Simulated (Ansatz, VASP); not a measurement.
**Hf in VASP and in Ansatz**

```
Hf
1.0
    -1.74533    1.74533    1.74533
     1.74533   -1.74533    1.74533
     1.74533    1.74533   -1.74533
Hf
1
Direct
  0.00000 0.00000 0.00000
```

Alike in both runs: functional PBEsol; k mesh 16 × 16 × 16; occupations gaussian, width 0.1 eV; no spin polarisation.

Ansatz relaxed the structure, and its values are those at the end. VASP's run is a single point on that final structure, the one shown.

|  | VASP | Ansatz |
| --- | --- | --- |
| version | VASP 6.6.1 | Ansatz 0.2.0 |
| potentials or method | VASP PAW PBE potentials, release 64 (Hf_pv), cutoff 520 eV | scalar-relativistic, plane waves, PAW |
| valence electrons in the cell | 10 | 26 |

|  | VASP | Ansatz | Ansatz less VASP |
| --- | --- | --- | --- |
| gap on the k mesh at the Fermi level (eV) | none | none | - |
| pressure (GPa) | -0.3 | 0.0 | +0.26 |

VASP's potentials were made for PBE, not for PBEsol. A gap of «none» marks a metal or a gap that the smearing closes. With one functional, cell and mesh, what is left measures potentials, basis and numerics. VASP's potentials hold 10 valence electrons a cell and Ansatz's 26, so a difference there can come from the potentials and not from the codes.

Neither program's run includes spin-orbit coupling.
